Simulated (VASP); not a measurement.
# Re (P6_3/mmc) in VASP: single point with LDA

Aim: the single point of Re with LDA.

All numbers are computed with VASP 6.6.1; they aren't measurements. Logs are shortened: lines on timing, memory, paths and dates and some standing lists are left out, and cuts for length are marked.

### 1 The cell of the first run

It takes space group P6_3/mmc (No. 194, hexagonal). The conventional cell has a = 2.736 Å, b = 2.736 Å, c = 8.839 Å, α = 90.00°, β = 90.00°, γ = 120.00°. Within 3.6 Å of Re (site symmetry -3m) lie 12 Re at 2.72 to 2.74 Å. Within 3.6 Å of Re (site symmetry -6m2) lie 12 Re at 2.72 to 2.74 Å.

### 2 Single point, LDA

INCAR

```
SYSTEM = Re
  PREC = Accurate
  ENCUT = 520
  EDIFF = 1E-6
  ISMEAR = 0
  SIGMA = 0.05
  LREAL = .False.
  LASPH = .True.
  NELM = 60
  ALGO = Normal
  ISIF = 2
  LWAVE = .False.
  LCHARG = .False.
  NBANDS = 22
```

KPOINTS

```
regular mesh
0
Gamma
  19 19 6
  0 0 0
```

POSCAR

```
Re
1.0
    2.7355611759     -0.0000028546      0.0000000000
   -1.3677781158      2.3690668992      0.0000000000
    0.0000000000      0.0000000000      8.8392423036
Re
4
Direct
    0.0000000000      0.0000000000      0.0000000000
    0.3333333333      0.6666666667      0.2500000000
    0.0000000000      0.0000000000      0.5000000000
    0.6666666667      0.3333333333      0.7500000000
```

Potentials or basis: VASP PAW LDA potentials, release 64 (Re).

Launch:

```console
cat potpaw_LDA.64/Re/POTCAR > POTCAR
mpirun -np 1 vasp_std > vasp.out
```

OUTCAR:

```text
SYSTEM = Re
   PREC = Accurate
   ENCUT = 520
   EDIFF = 1E-6
   ISMEAR = 0
   LREAL = .False.
   LASPH = .True.
   NELM = 60
   ISIF = 2

 ion  position               nearest neighbor table
   1  0.000  0.000  0.000-   2 2.72   4 2.72   2 2.72   4 2.72   4 2.72   2 2.72
   2  0.333  0.667  0.250-   1 2.72   3 2.72   1 2.72   3 2.72   1 2.72   3 2.72
   3  0.000  0.000  0.500-   2 2.72   4 2.72   2 2.72   4 2.72   4 2.72   2 2.72
   4  0.667  0.333  0.750-   1 2.72   3 2.72   1 2.72   3 2.72   1 2.72   3 2.72

  LATTYP: Found a hexagonal cell.
 ALAT       =     2.7355611759
 C/A-ratio  =     3.2312354706

  Lattice vectors:

 A1 = (   2.7355611759,  -0.0000028546,   0.0000000000)
 A2 = (  -1.3677781158,   2.3690668992,   0.0000000000)
 A3 = (   0.0000000000,   0.0000000000,   8.8392423036)

Analysis of symmetry for initial positions (statically):
=====================================================================
 Subroutine PRICEL returns:
 Original cell was already a primitive cell.

 Routine SETGRP: Setting up the symmetry group for a
 hexagonal supercell.

 Subroutine GETGRP returns: Found 24 space group operations
 (whereof 12 operations were pure point group operations)
 out of a pool of 24 trial point group operations.

The static configuration has the point symmetry D_3d.
 The point group associated with its full space group is D_6h.

Analysis of symmetry for dynamics (positions and initial velocities):
=====================================================================
 Subroutine PRICEL returns:
 Original cell was already a primitive cell.

 Routine SETGRP: Setting up the symmetry group for a
 hexagonal supercell.

 Subroutine GETGRP returns: Found 24 space group operations
 (whereof 12 operations were pure point group operations)
 out of a pool of 24 trial point group operations.

The dynamic configuration has the point symmetry D_3d.
 The point group associated with its full space group is D_6h.

 Subroutine INISYM returns: Found 24 space group operations
 (whereof 12 operations are pure point group operations),
 and found     1 'primitive' translations

----------------------------------------------------------------------------------------

                                     Primitive cell

  volume of cell :      57.2847

  direct lattice vectors                    reciprocal lattice vectors
     2.735561176 -0.000002855  0.000000000     0.365555927  0.211053304  0.000000000
    -1.367778116  2.369066899  0.000000000     0.000000440  0.422107372  0.000000000
     0.000000000  0.000000000  8.839242304     0.000000000  0.000000000  0.113131869

  length of vectors
     2.735561176  2.735561176  8.839242304     0.422107372  0.422107372  0.113131869

  position of ions in fractional coordinates (direct lattice)
     0.000000000  0.000000000  0.000000000
     0.333333333  0.666666667  0.250000000
     0.000000000  0.000000000  0.500000000
     0.666666667  0.333333333  0.750000000

  ion indices of the primitive-cell ions
   primitive index   ion index
                 1           1
                 2           2
                 3           3
                 4           4

----------------------------------------------------------------------------------------

 KPOINTS: regular mesh

Automatic generation of k-mesh.
 Grid dimensions read from file:
 generate k-points for:   19   19    6

 Generating k-lattice:

  Cartesian coordinates                     Fractional coordinates (reciprocal lattice)
     0.019239786  0.011108069  0.000000000     0.052631579 -0.000000000  0.000000000
     0.000000023  0.022216177  0.000000000     0.000000000  0.052631579  0.000000000
     0.000000000  0.000000000  0.018855311     0.000000000  0.000000000  0.166666667

  Length of vectors
     0.022216177  0.022216177  0.018855311

  Shift w.r.t. Gamma in fractional coordinates (k-lattice)
     0.000000000  0.000000000  0.000000000

 Subroutine IBZKPT returns following result:
 ===========================================

 Found    160 irreducible k-points:

 Following reciprocal coordinates:
            Coordinates               Weight
  0.000000  0.000000  0.000000      1.000000
  0.052632  0.000000  0.000000      6.000000
  0.105263  0.000000  0.000000      6.000000
  0.157895  0.000000  0.000000      6.000000
  0.210526  0.000000  0.000000      6.000000
  0.263158  0.000000  0.000000      6.000000
[... 16 lines left out ...]
  0.263158  0.105263  0.000000     12.000000
  0.315789  0.105263  0.000000     12.000000
 [... further k-points ...]
   k-points           NKPTS =    160   k-points in BZ     NKDIM =    160   number of bands    NBANDS=     22
   number of dos      NEDOS =    301   number of ions     NIONS =      4
   total plane-waves  NPLWV =  28000
   dimension x,y,z NGX =    20 NGY =   20 NGZ =   70
   dimension x,y,z NGXF=    40 NGYF=   40 NGZF=  140
   ions per type =               4
   NGX,Y,Z   is equivalent  to a cutoff of  12.15, 12.15, 13.17 a.u.
   NGXF,Y,Z  is equivalent  to a cutoff of  24.31, 24.31, 26.33 a.u.
 SYSTEM =  Re
   PREC   = accura    normal or accurate (medium, high low for compatibility)
   ISTART =      0    job   : 0-new  1-cont  2-samecut
   ICHARG =      2    charge: 1-file 2-atom 10-const
   ISPIN  =      1    spin polarized calculation?
   LNONCOLLINEAR =      F non collinear calculations
   LSORBIT =      F    spin-orbit coupling
   LASPH  =      T    aspherical Exc in radial PAW
   ENCUT  =  520.0 eV  38.22 Ry    6.18 a.u.   5.09  5.09 16.44*2*pi/ulx,y,z
   NELM   =     60;   NELMIN=  2; NELMDL= -5     # of ELM steps
   EDIFF  = 0.1E-05   stopping-criterion for ELM
   LREAL  =      F    real-space projection
   EDIFFG = 0.1E-04   stopping-criterion for IOM
   NSW    =      0    number of steps for IOM
   IBRION =     -1    ionic relax: 0-MD 1-quasi-New 2-CG
   NFREE  =      0    steps in history (QN), initial steepest desc. (CG)
   ISIF   =      2    stress and relaxation
   ISYM   =      2    0-nonsym 1-usesym 2-fastsym
   POTIM  = 0.5000    time-step for ionic-motion
   TEBEG  =    0.0;   TEEND  =   0.0 temperature during run
   PSTRESS=    0.0 pullay stress
   NELECT =      28.0000    total number of electrons
   NUPDOWN=      -1.0000    fix difference up-down
   EMIN   =  10.00;   EMAX   =-10.00  energy-range for DOS
   EFERMI =   0.00;   METHOD = LEGACY
   ISMEAR =     0;   SIGMA  =   0.05  broadening in eV -4-tet -1-fermi 0-gaus
   EFERMI_NEDOS =   21; number of points for ismear=-14 and -15
   IALGO  =     38    algorithm
   IMIX   =      4    mixing-type and parameters
     AMIX     =   0.40;   BMIX     =  1.00
     AMIX_MAG =   1.60;   BMIX_MAG =  1.00
  volume/ion in A,a.u.               =      14.32        96.64
  Fermi-wavevector in a.u.,A,eV,Ry     =   1.289579  2.436951 22.626684  1.663014
  Thomas-Fermi vector in A             =   2.421463
   LORBIT       =      0    0 simple, 1 ext, 2 COOP (PROOUT), +10 PAW based schemes
   GGA     = CA    functional components
   LHFCALC =     F    Hartree Fock is set to
   AEXX    =    0.0000 exact exchange contribution
   IVDW    =     0    specifies the selected vdW correction
   LEPSILON=     F    determine dielectric tensor
   LRPA    =     F    only Hartree local field effects (RPA)
 non-spin polarized calculation
 Gauss-broadening in eV      SIGMA  =   0.05
  energy-cutoff  :      520.00
  volume of cell :       57.28
 maximum number of plane-waves:      1559
   NGX = 11   NGY = 11   NGZ = 33

 number of electron      27.9999999 magnetization

 Free energy of the ion-electron system (eV)
  ---------------------------------------------------
  ext. energy  EPLUGINS =         0.00000000
  ---------------------------------------------------
  free energy    TOTEN  =       -55.05768516 eV

  energy without entropy =      -55.05394542  energy(sigma->0) =      -55.05581529

 E-fermi :   8.3099     XC(G=0): -13.9879

 val. band max:        8.3074541535   @ k =   0.4211   0.0526   0.0000
 cond. band min:       8.3105526561   @ k =   0.3684   0.1053   0.1667
 fundamental gap:      0.0030985026
 Fermi energy:         8.3099128428

 k-point     1 :       0.0000    0.0000    0.0000
  band No.  band energies     occupation
      1      -1.7866      2.00000
      2       0.5600      2.00000
      3       0.6489      2.00000
      4       1.3994      2.00000
      5       5.6665      2.00000
      6       5.7655      2.00000
[... 14 lines left out ...]
     21      10.8818      0.00000
     22      10.8820      0.00000

 k-point     2 :       0.0526    0.0000    0.0000
  band No.  band energies     occupation
      1      -1.6685      2.00000
      2       0.6724      2.00000
      3       0.7601      2.00000
      4       1.5134      2.00000
      5       5.4912      2.00000
      6       5.6773      2.00000
[... 14 lines left out ...]
     21      10.8596      0.00000
     22      10.9021      0.00000

 k-point     3 :       0.1053    0.0000    0.0000
  band No.  band energies     occupation
      1      -1.3235      2.00000
      2       0.9898      2.00000
      3       1.0732      2.00000
      4       1.8374      2.00000
      5       5.1068      2.00000
      6       5.4407      2.00000
[... 14 lines left out ...]
     21      10.8041      0.00000
     22      10.9826      0.00000

 k-point     4 :       0.1579    0.0000    0.0000
  band No.  band energies     occupation
      1      -0.7818      2.00000
      2       1.4419      2.00000
      3       1.5149      2.00000
      4       2.3092      2.00000
      5       4.6905      2.00000
      6       5.1168      2.00000
[... 14 lines left out ...]
     21      10.8469      0.00000
     22      11.1491      0.00000

 k-point     5 :       0.2105    0.0000    0.0000
  band No.  band energies     occupation
      1      -0.0996      2.00000
      2       1.8754      2.00000
      3       1.9276      2.00000
      4       2.7843      2.00000
      5       4.3663      2.00000
      6       4.7577      2.00000
[... 417 lines left out ...]
 k-point    22 :       0.2105    0.1053    0.0000
  band No.  band energies     occupation
      1       0.9437      2.00000
      2       2.3278      2.00000
      3       2.3823      2.00000
      4       3.3038      2.00000
      5       4.3308      2.00000
      6       4.3623      2.00000
[... 14 lines left out ...]
     21      11.5845      0.00000
     22      11.8554      0.00000

 k-point    23 :       0.2632    0.1053    0.0000
  band No.  band energies     occupation
      1       1.5630      2.00000
      2       2.2457      2.00000
      3       2.4621      2.00000
      4       3.1565      2.00000
      5       4.1381      2.00000
      6       4.1805      2.00000
[... 14 lines left out ...]
     21      11.9860      0.00000
     22      12.2604      0.00000

 k-point    24 :       0.3158    0.1053    0.0000
  band No.  band energies     occupation
      1       1.7914      2.00000
      2       2.0221      2.00000
      3       2.5557      2.00000
      4       3.0922      2.00000
      5       3.9486      2.00000
      6       3.9735      2.00000
[... 14 lines left out ...]
     21      12.4119      0.00000
     22      13.0156      0.00000

 [... further k-points ...]
[... 5 lines left out ...]
  --------------------------------------------------------------------------------------
  -------------------------------------------------------------------------------------
  Total        0.8147285      0.8147285      0.0760961     -0.0000000      0.0000000     -0.0000000
  in kB       22.7868847     22.7868847      2.1283080     -0.0000000      0.0000000     -0.0000000
  external PRESSURE =      15.9006925 kB  Pullay stress =       0.0000000 kB

 VOLUME and BASIS-vectors are now :
 -----------------------------------------------------------------------------
  energy-cutoff  :      520.00
  volume of cell :       57.28
      direct lattice vectors                 reciprocal lattice vectors
     2.735561176 -0.000002855  0.000000000     0.365555927  0.211053304  0.000000000
    -1.367778116  2.369066899  0.000000000     0.000000440  0.422107372  0.000000000
     0.000000000  0.000000000  8.839242304     0.000000000  0.000000000  0.113131869

 POSITION                                       TOTAL-FORCE (eV/Angst)
 -----------------------------------------------------------------------------------
      0.00000      0.00000      0.00000        -0.000000      0.000000      0.000000
      0.00000      1.57938      2.20981        -0.000000      0.000000      0.000000
      0.00000      0.00000      4.41962        -0.000000      0.000000      0.000000
      1.36778      0.78969      6.62943         0.000000     -0.000000     -0.000000
 -----------------------------------------------------------------------------------
    total drift:                                0.000000     -0.000000      0.000000

  FREE ENERGIE OF THE ION-ELECTRON SYSTEM (eV)
  ---------------------------------------------------
  free  energy   TOTEN  =       -55.0576851565 eV

  energy  without entropy=      -55.0539454198  energy(sigma->0) =      -55.05581529
```

Wall time 2.4 min (1 thread of AMD EPYC 7R13 (Zen 3), shared host); peak memory 0.24 GiB.

Results:

- Free energy: -55.0577 eV
- Pressure: 1.6 GPa
- Band gap on the k mesh: zero (band 14 reaches 9.59 eV, above the bottom of band 15 at 6.88 eV)

Caveat: spin-orbit coupling is left out, which moves the levels of the heavy elements.
